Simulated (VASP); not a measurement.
A run of VASP 6.6.1:

File INCAR:

```
PREC     = Accurate       # precision mode
ENCUT    = 520            # plane-wave cutoff, eV
EDIFF    = 1E-6           # SCF threshold, eV
ISMEAR   = 0              # smearing method
SIGMA    = 0.1            # smearing width, eV
LREAL    = F              # projectors in reciprocal space
LASPH    = T              # aspherical terms in the spheres
NELM     = 100            # most SCF steps
ALGO     = Normal         # electronic algorithm
ISIF     = 2              # what is computed and relaxed
LWAVE    = F              # write WAVECAR
LCHARG   = F              # write CHGCAR
LDIPOL   = T            
IDIPOL   = 3            
DIPOL    = 0.5 0.5 0.317
GGA      = PE             # functional
NBANDS   = 60             # bands
```

KPOINTS

```
Automatic mesh
0
Gamma
  4 5 1
```

The input POSCAR:

```
Y8CO
1.0
    7.3129608291      0.0000000000      0.0000000000
    0.0000000000      5.6740148963      0.0000000000
    0.0000000000      0.0000000000     21.9980757826
Y C O
8 1 1
Direct
    0.0000000000      0.7500000000      0.1818340858
    0.5000000000      0.7500000000      0.1818340858
    0.2500000000      0.2500000000      0.2298171451
    0.7500000000      0.2500000000      0.2298171451
    0.2500000000      0.7500000000      0.3130925676
    0.7500000000      0.7500000000      0.3130925676
    0.0000000000      0.2500000000      0.3635806996
    0.5000000000      0.2500000000      0.3635806996
    0.5000000000      0.2500000000      0.4708628102
    0.5000000000      0.2500000000      0.5235946951
```

Potentials or basis: VASP PAW PBE potentials, release 64 (Y_sv, C, O).

The run is started by

```sh
$ cat potpaw_PBE.64/Y_sv/POTCAR potpaw_PBE.64/C/POTCAR potpaw_PBE.64/O/POTCAR > POTCAR
$ mpirun -np 1 vasp_std > vasp.out
```

Hardware: 1 thread of Intel(R) Xeon(R) 6975P-C (Granite Rapids), on a shared host.

Task: How long does it take, and how much memory?

Result: Wall time 20 min on 1 thread of Intel(R) Xeon(R) 6975P-C (Granite Rapids), on a shared host, peak memory 0.98 GiB. Counts: scf iterations 34, k points 9.
